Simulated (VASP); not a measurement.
MgO:

```
Mg O
1.0
     0.00000    2.10217    2.10217
     2.10217    0.00000    2.10217
     2.10217    2.10217    0.00000
Mg O
1 1
Cartesian
  0.0000 0.0000 0.0000
  2.1022 2.1022 2.1022
```

Base run:

| Quantity | Value |
| --- | --- |
| Program | VASP 6.6.1 |
| Functional | PBE |
| Potentials or basis | VASP PAW PBE potentials, release 64 (Mg, O) |
| Cutoff | 520 eV |
| k mesh | 8 × 8 × 8 |
| Occupations | gaussian, width 0.01 eV |
| Spin | no spin polarisation |

Its results: band gap on the k mesh 4.78 eV, direct; pressure 4.9 GPa.

**Question.** The run is repeated on the same cell with these changes: functional from PBE to HSE06; k mesh from 8 × 8 × 8 to 6 × 6 × 6. What comes out?

**Answer.** Band gap on the k mesh 6.50 eV, direct; pressure -0.6 GPa.

Several settings changed at once, so the effect can't be laid on one alone.

Caveats: some runs use coarse meshes; the PAW data sets were made with another functional, which shifts forces and pressure a little (some runs).

